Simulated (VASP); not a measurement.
MgS:

```
Mg S
1.0
    -0.03436   -0.02998   -3.52854
    -1.74358   -3.97455   -0.05170
    -5.38470    4.04316   -0.01823
Mg S
2 2
Direct
  0.48571 0.76402 0.75539
  0.51376 0.25149 0.24678
  0.98783 0.98768 0.99521
  0.01270 0.49681 0.50262
```

```yaml
Program: VASP 6.6.1
Task: relaxation of cell and atoms
Functional: PBE
Potentials_or_basis: VASP PAW PBE potentials, release 64 (Mg, S)
Cutoff: 600 eV
k_mesh: 4 × 4 × 2
Occupations: gaussian, width 0.1 eV
Spin: no spin polarisation
```

At the start: pressure -1.2 GPa; volume 25.09 Å³/atom.

**Question.** How do energy, volume and symmetry change on relaxing?

**Answer.** Over 43 steps the energy falls by 378.5 meV/atom and the volume is 17.81 Å³/atom (-29.0 %); space group P1 (No. 1, to 0.1 Å) before, Fm-3m (No. 225, to 0.1 Å).

The path:
```csv
step,energy change (eV),largest force (eV/Å),pressure (GPa),volume (Å³)
1,0.0000,0.6316,-1.22,100.37
3,-0.0416,0.3015,0.81,97.45
5,-0.0564,0.1608,-0.09,98.58
7,-0.0671,0.0992,0.08,98.45
9,-0.0875,0.1408,-0.52,99.32
11,-0.0704,1.0528,-2.66,100.91
13,-0.1114,0.5441,-1.51,100.43
15,-0.1157,0.5739,-1.60,100.51
17,-0.1302,0.6906,-1.94,100.71
19,-0.1543,0.8571,-2.39,100.48
21,-0.2245,0.9420,-2.49,97.00
23,-0.2605,0.8445,-2.28,96.77
25,-0.4379,0.7199,0.68,87.88
27,-0.6543,0.7590,-0.43,84.12
29,-0.9921,1.4892,9.65,65.41
31,-1.2173,1.3241,4.56,68.45
33,-1.4274,0.6780,0.53,71.31
35,-1.4861,0.3098,-0.26,71.87
37,-1.5075,0.1128,0.12,71.35
39,-1.5106,0.0885,0.15,71.30
41,-1.5136,0.0302,-0.09,71.50
43,-1.5140,0.0137,0.16,71.26
```

Final structure:
```xyz
4
Lattice="0.0184 -0.7827 -3.6137 -1.8417 -2.9506 -1.2602 -5.5363 2.9247 1.2349" Properties=species:S:1:pos:R:3 pbc="T T T"
Mg   -5.5244   -0.4122   -1.8253
Mg   -1.8353   -0.3980   -1.8133
S    -1.8425   -2.9492   -1.2608
S    -3.6697   -0.7955   -3.6263
```

Caveat: the k points lie up to 0.52 Å⁻¹ apart in the final cell; the volume moved by over 15 % at a fixed basis, so the end points are rough.
